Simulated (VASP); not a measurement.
Set up this calculation in VASP 6.6.1, as the native input.

* Task: dielectric tensor
* Functional: LDA
* Potentials or basis: VASP PAW LDA potentials, release 64 (B, N)
* Cutoff: 520 eV
* k mesh: 4 × 8 × 6
* Occupations: gaussian, width 0.01 eV
* Spin: no spin polarisation
* Dipole correction: no
* Further INCAR settings: ALGO = Normal; EDIFF = 1e-08

The structure of BN lies in POSCAR:

```
BN
1.0
    4.8800890000      0.0000000000      0.0000000000
    0.0000000000      2.5914640000      0.0000000000
    0.0000000000      0.0000000000      4.2920490000
B N
4 4
Direct
    0.6595870000      0.7500000000      0.0929040000
    0.8404130000      0.2500000000      0.5929040000
    0.1595870000      0.7500000000      0.4070960000
    0.3404130000      0.2500000000      0.9070960000
    0.8211300000      0.7500000000      0.3935140000
    0.1788700000      0.2500000000      0.6064860000
    0.6788700000      0.2500000000      0.8935140000
    0.3211300000      0.7500000000      0.1064860000
```

One way to write it, as run:

INCAR

```
PREC = Accurate
ENCUT = 520
EDIFF = 1E-8
ISMEAR = 0
SIGMA = 0.01
LREAL = False
LASPH = True
NELM = 100
ALGO = Normal
ISIF = 2
LWAVE = False
LCHARG = False
LEPSILON = True
LUSENCCL = False
```

KPOINTS

```
regular mesh
0
Gamma
  4 8 6
```

Potentials or basis: VASP PAW LDA potentials, release 64 (B, N).

The run is started by

```bash
$ cat potpaw_LDA.64/B/POTCAR potpaw_LDA.64/N/POTCAR > POTCAR
$ mpirun -np 1 vasp_std > vasp.out
```

It gave:

The band gap on the k mesh is 5.62 eV (least direct gap 6.06 eV), the electronic dielectric tensor (diagonal) is 4.50, 4.31, 4.16 and the born charges (mean of the diagonal) is B +1.96; N -1.96 e.

It took 11 min on 1 × NVIDIA H100 80GB with 1 thread of Intel(R) Xeon(R) Platinum 8481C CPU @ 2.70GHz (Sapphire Rapids) (shared host), peak memory 1.4 GiB.
